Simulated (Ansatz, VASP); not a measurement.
## Two plane-wave programs on Ga2TeS5

Contents of INCAR:

```
PREC = Accurate
ENCUT = 520
EDIFF = 1E-7
ISMEAR = 0
SIGMA = 0.1
LREAL = F
LASPH = T
NELM = 60
ALGO = Normal
ISIF = 2
LWAVE = F
LCHARG = F
GGA = PE
NBANDS = 41
```

Contents of KPOINTS:

```
regular mesh
0
Gamma
  4 4 4
```

The input POSCAR:

```
Ga2TeS5
1.0
    0.0000000000      0.0000000000      6.2282692424
   -4.1209510255      4.1209510255      3.1141346212
   -4.1209510255     -4.1209510255      3.1141346212
Ga Te S
2 1 5
Direct
    0.2457148906      0.5000000000      0.5000000000
    0.7457148906      0.5000000000      0.5000000000
    0.0336209600      0.0000000000      0.0000000000
    0.1074227029      0.2125089903      0.5649069053
    0.6723296082      0.4350930947      0.2125089903
    0.3199316932      0.5649069053      0.7874910097
    0.8848385984      0.7874910097      0.4350930947
    0.3904266561      1.0000000000      1.0000000000
```

Input for Ansatz:

```yaml
crystal:
  lattice:
    - [0.0, 0.0, 6.2282692575]
    - [-4.1209510299, 4.1209510299, 3.1141346287]
    - [-4.1209510299, -4.1209510299, 3.1141346287]
  atoms:
    - { symbol: Ga, position: [0.2457148911, 0.5, 0.5] }
    - { symbol: Ga, position: [0.7457148911, 0.5, 0.5] }
    - { symbol: Te, position: [0.0336209594, 1.0, 0.0] }
    - { symbol: S, position: [0.1074227025, 0.2125089913, 0.5649069058] }
    - { symbol: S, position: [0.6723296083, 0.4350930942, 0.2125089913] }
    - { symbol: S, position: [0.3199316938, 0.5649069058, 0.7874910087] }
    - { symbol: S, position: [0.8848385995, 0.7874910087, 0.4350930942] }
    - { symbol: S, position: [0.3904266543, 1.0, 1.0] }
basis:
  ecutwfc: 420
kpoints:
  mp_grid: { grid: [4, 4, 4] }
hamiltonian:
  xc: pbe
scf:
  occupations: { method: gaussian, width: 0.1 }
  lower_state_search: "off"
output:
  forces: true
  stress: true
  eigenvalues: true
```

Alike in both runs: task single point; functional PBE; k mesh 4 × 4 × 4; occupations gaussian, width 0.1 eV; no spin polarisation.

|  | VASP | Ansatz |
| --- | --- | --- |
| version | VASP 6.6.1 | Ansatz 0.2.0 |
| potentials or method | VASP PAW PBE potentials, release 64 (Ga_d, Te, S), cutoff 520 eV | scalar-relativistic, plane waves, PAW |
| valence electrons in the cell | 62 | 72 |

VASP gave:

```
gap on the k mesh at the Fermi level (eV) : 1.55
least direct gap on the mesh (eV)         : 1.63
pressure (GPa)                            : -0.1
rms of the force components (eV/Å)        : 0.006
```

What did Ansatz give for the same quantities?

gap on the k mesh at the Fermi level (eV): 1.54; least direct gap on the mesh (eV): 1.62; pressure (GPa): 0.0; rms of the force components (eV/Å): 0.003.

Atom by atom the forces differ by 0.004 eV/Å (rms over components). VASP's potentials hold 62 valence electrons a cell and Ansatz's 72, so a difference there can come from the potentials and not from the codes.

Spin-orbit coupling is off throughout.
